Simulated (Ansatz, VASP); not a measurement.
**Two plane-wave programs on MgO**

File INCAR:

```
SYSTEM = MgO
PREC = Accurate
ENCUT = 520
EDIFF = 1E-6
ISMEAR = 0
SIGMA = 0.02
LREAL = .FALSE.
LASPH = .TRUE.
NELM = 100
ALGO = Normal
ISIF = 2
LWAVE = .FALSE.
LCHARG = .FALSE.
GGA = PE
NBANDS = 16
```

The input KPOINTS:

```
regular mesh
0
G
  9 9 6
  0 0 0
```

Contents of POSCAR:

```
MgO
1.0
    3.3077869865      0.0000000000      0.0000000000
   -1.6538934933      2.8646275606      0.0000000000
    0.0000000000      0.0000000000      4.9828816700
Mg O
2 2
Direct
    0.3333333300      0.6666666700      0.0774173971
    0.6666666700      0.3333333300      0.5021597400
    0.3333333300      0.6666666700      0.4024402600
    0.6666666700      0.3333333300      0.9024402600
```

Input for Ansatz:

```yaml
crystal:
  lattice:
    - [3.3077869865, 0.0, 0.0]
    - [-1.6538934933, 2.8646275606, 0.0]
    - [0.0, 0.0, 4.98288167]
  atoms:
    - { symbol: Mg, position: [0.33333333, 0.66666667, 0.0774173971] }
    - { symbol: Mg, position: [0.66666667, 0.33333333, 0.50215974] }
    - { symbol: O, position: [0.33333333, 0.66666667, 0.40244026] }
    - { symbol: O, position: [0.66666667, 0.33333333, 0.90244026] }
basis:
  ecutwfc: 420
kpoints:
  mp_grid: { grid: [9, 9, 6] }
hamiltonian:
  xc: pbe
scf:
  occupations: { method: gaussian, width: 0.02 }
output:
  forces: true
  stress: true
  eigenvalues: true
  populations: true
```

Change from the starting cell: one atom moved.

Alike in both runs: task single point; functional PBE; k mesh 9 × 9 × 6; occupations gaussian, width 0.02 eV; no spin polarisation.

```csv
,VASP,Ansatz
version,VASP 6.6.1,Ansatz 0.2.0
potentials or method,"VASP PAW PBE potentials, release 64 (Mg, O), cutoff 520 eV","scalar-relativistic, plane waves, PAW"
valence electrons in the cell,16,32
```

VASP gave:

- gap on the k mesh at the Fermi level (eV): 2.71
- least direct gap on the mesh (eV): 2.71
- pressure (GPa): 14.1
- traceless stress, the component that is largest in VASP (GPa): 27.79
- rms of the force components (eV/Å): 3.729

Q: Estimate Ansatz's values.

A: gap on the k mesh at the Fermi level (eV): 2.74; least direct gap on the mesh (eV): 2.74; pressure (GPa): 13.9; traceless stress, the component that is largest in VASP (GPa): 26.72; rms of the force components (eV/Å): 3.610.

Atom by atom the forces differ by 0.121 eV/Å (rms over components). VASP's potentials hold 16 valence electrons a cell and Ansatz's 32, so a difference there can come from the potentials and not from the codes.
